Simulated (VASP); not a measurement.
# W16S: single point with PBE

The system is W16S, a slab with vacuum.

```
W S
1.0
     6.36740    0.00000    0.00000
     0.00000    6.36740    0.00000
     0.00000    0.00000   20.14258
W S
16 1
Direct
  0.25000 0.25000 0.19858
  0.25000 0.75000 0.19858
  0.75000 0.25000 0.19858
  0.75000 0.75000 0.19858
  0.00000 0.00000 0.27761
  0.00000 0.50000 0.27761
  0.50000 0.00000 0.27761
  0.50000 0.50000 0.27761
  0.25000 0.25000 0.35995
  0.25000 0.75000 0.35995
  0.75000 0.25000 0.35995
  0.75000 0.75000 0.35995
  0.00000 0.00000 0.42907
  0.00000 0.50000 0.42907
  0.50000 0.00000 0.42907
  0.50000 0.50000 0.42907
  0.06250 0.12500 0.52975
```

```yaml
Program: VASP 6.6.1
Task: single point
Functional: PBE
Potentials_or_basis: VASP PAW PBE potentials, release 64 (W_sv, S)
Cutoff: 520 eV
k_mesh: 4 × 4 × 1
Occupations: gaussian, width 0.1 eV
Spin: no spin polarisation
```

```json
{"Largest force": "2.416 eV/Å", "Band gap on the k mesh": "zero (bands 115 and 116 overlap by 0.23 eV)"}
```

Forces on the atoms (eV/Å):
```
W    0.028  0.019  2.098
W    0.031 -0.016  2.078
W   -0.016  0.018  2.097
W   -0.051 -0.039  2.071
W   -0.012 -0.008 -2.249
W   -0.005  0.019 -2.030
W    0.014 -0.011 -2.073
W    0.034  0.050 -2.415
W    0.443  0.373 -0.745
W    0.564 -0.404 -0.310
W   -0.402  0.373 -0.456
W   -0.786 -0.637 -0.351
W   -0.257 -0.155  1.765
W    0.142 -0.124  0.665
W    0.107  0.046  0.030
W   -0.067 -0.098 -0.164
S    0.235  0.593 -0.012
```

Levels at points of the mesh, in eV from the Fermi level:
| k point | band 113 | band 114 | band 115 | band 116 | band 117 | band 118 | band 119 | band 120 |
| --- | --- | --- | --- | --- | --- | --- | --- | --- |
| (0.00, 0.00, 0.00) | -0.15 | 0.03 | 0.17 | 0.35 | 0.39 | 0.72 | 0.84 | 0.98 |
| (0.50, 0.00, 0.00) | -0.18 | -0.13 | -0.12 | -0.03 | -0.02 | 0.35 | 0.71 | 0.79 |
| (0.00, 0.50, 0.00) | -0.17 | -0.12 | -0.12 | -0.03 | -0.02 | 0.54 | 0.70 | 0.79 |
| (0.50, 0.50, 0.00) | -0.14 | -0.13 | -0.04 | -0.04 | -0.01 | -0.01 | 0.12 | 0.19 |

It took 12 min on 4 MPI ranks on Intel(R) Xeon(R) 6975P-C (Granite Rapids), on a shared host, peak memory 1.1 GiB a rank.

Caveat: spin-orbit coupling is left out, which moves the levels of the heavy elements.
